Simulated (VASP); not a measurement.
Input of a VASP 6.6.1 run:

INCAR

```
  PREC = Accurate
  ENCUT = 520
  EDIFF = 1E-7
  ISMEAR = 0
  SIGMA = 0.02
  LREAL = F
  LASPH = T
  NELM = 60
  ALGO = Normal
  ISIF = 2
  LWAVE = F
  LCHARG = F
  GGA = PE
  NBANDS = 35
```

KPOINTS

```
Automatic mesh
0
Gamma
  6 6 6
```

POSCAR

```
Al2O3
1.0
    2.4498086434      1.4143976796      4.4664954514
   -2.4498086434      1.4143976796      4.4664954514
    0.0000000000     -2.8287953595      4.4664954514
Al O
4 6
Direct
    0.3522393053      0.3522393053      0.3522393053
    0.1477606947      0.1477606947      0.1477606947
    0.6477606947      0.6477606947      0.6477606947
    0.8522393053      0.8522393053      0.8522393053
    0.5556666352      0.9443333648      0.2500000000
    0.2500000000      0.5556666352      0.9443333648
    0.9443333648      0.2500000000      0.5556666352
    0.4443333648      0.0556666352      0.7500000000
    0.7500000000      0.4443333648      0.0556666352
    0.0556666352      0.7500000000      0.4443333648
```

Potentials or basis: VASP PAW PBE potentials, release 64 (Al, O).

Launch:

```bash
$ cat potpaw_PBE.64/Al/POTCAR potpaw_PBE.64/O/POTCAR > POTCAR
$ mpirun -np 1 vasp_std > vasp.out
```

Question: What does it give for the pressure?

Answer: -12.1 GPa.

Question: What does it give for the largest force?

Answer: 0.004 eV/Å.

Question: Predict the band gap on the k mesh.

Answer: 5.16 eV, direct.

Forces on the atoms (eV/Å):
```
Al   0.000  0.000  0.002
Al   0.000  0.000 -0.002
Al   0.000  0.000 -0.002
Al   0.000  0.000  0.002
O   -0.004  0.000  0.000
O    0.002 -0.004  0.000
O    0.002  0.004  0.000
O    0.004  0.000  0.000
O   -0.002  0.004  0.000
O   -0.002 -0.004  0.000
```
